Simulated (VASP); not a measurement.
The system is Be3TeSe2.

```
CELL_PARAMETERS angstrom
-1.85000 5.55000 2.61500
1.85000 -5.55000 2.61500
1.85000 5.55000 -2.61500
ATOMIC_POSITIONS crystal
Be 0.41667 0.25000 0.16667
Be 0.08333 0.25000 0.83333
Be 0.75000 0.25000 0.50000
Te 0.00000 0.00000 0.00000
Se 0.33333 0.00000 0.33333
Se 0.66667 0.00000 0.66667
```

```yaml
Program: VASP 6.6.1
Task: relaxation of cell and atoms
Functional: PBE
Potentials_or_basis: VASP PAW PBE potentials, release 64 (Be, Te, Se)
Cutoff: 600 eV
k_mesh: 4 × 4 × 4
Occupations: gaussian, width 0.15 eV
Spin: no spin polarisation
```

At the start: pressure 6.1 GPa; volume 17.90 Å³/atom.

Problem. Where does the relaxation end?

Solution. Over 7 steps the energy falls by 64.8 meV/atom and the volume is 19.14 Å³/atom (+6.9 %); space group Imm2 (No. 44, to 0.05 Å).

The path:
```csv
step,energy change (eV),largest force (eV/Å),pressure (GPa),volume (Å³)
1,0.0000,1.4994,6.15,107.40
2,-0.3188,0.5309,-1.76,118.43
3,-0.3194,0.5685,-1.46,117.89
4,-0.3697,0.2905,-0.58,115.99
5,-0.3865,0.1006,0.44,114.07
6,-0.3866,0.1003,0.40,114.14
7,-0.3890,0.0322,-0.04,114.83
```

Final structure:
```yaml
crystal:
  lattice:
    - [-1.90085, 5.67101, 2.66308]
    - [1.90085, -5.67101, 2.66308]
    - [1.90085, 5.67101, -2.66308]
  atoms:
    - { symbol: Be, position: [0.43977, 0.26357, 0.17620] }
    - { symbol: Be, position: [0.08738, 0.26357, 0.82380] }
    - { symbol: Be, position: [0.72328, 0.22328, 0.50000] }
    - { symbol: Te, position: [0.99934, 0.99934, 0.00000] }
    - { symbol: Se, position: [0.33154, 0.00012, 0.33142] }
    - { symbol: Se, position: [0.66869, 0.00012, 0.66858] }
```

Caveat: the k points lie up to 0.51 Å⁻¹ apart in the final cell; the relaxation stopped at a loose force limit of 0.08 eV/Å, so its end isn't a converged minimum.
